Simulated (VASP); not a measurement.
A run of VASP 6.6.1:

INCAR

```
PREC = Accurate
ENCUT = 520
EDIFF = 1E-6
ISMEAR = -1
SIGMA = 0.05
LREAL = False
LASPH = True
NELM = 100
ALGO = Normal
ISIF = 2
LWAVE = False
LCHARG = False
NBANDS = 28
```

KPOINTS

```
regular mesh
0
Gamma
  7 7 7
```

Contents of POSCAR:

```
BaTiO3
1.0
    2.8083904218      1.6214249660      2.3028333365
   -2.8083904218      1.6214249660      2.3028333365
    0.0000000000     -3.2428499320      2.3028333365
Ba Ti O
1 1 3
Direct
    0.0000000000      0.0000000000      0.0000000000
    0.4845000000      0.4845000000      0.4845000000
    0.5086000000      0.0175000000      0.5086000000
    0.0175000000      0.5086000000      0.5086000000
    0.5086000000      0.5086000000      0.0175000000
```

Potentials or basis: VASP PAW LDA potentials, release 64 (Ba_sv, Ti_sv, O).

Run with:

```sh
$ cat potpaw_LDA.64/Ba_sv/POTCAR potpaw_LDA.64/Ti_sv/POTCAR potpaw_LDA.64/O/POTCAR > POTCAR
$ mpirun -np 1 vasp_std > vasp.out
```

Hardware: 1 thread of Intel Xeon 8259CL, with other jobs on the host.

Problem. How long does it take, and how much memory?

Solution. Run time: 72 s on 1 thread of Intel Xeon 8259CL, with other jobs on the host, peak memory 0.2 GiB. Counts: scf iterations 15, k points 44.
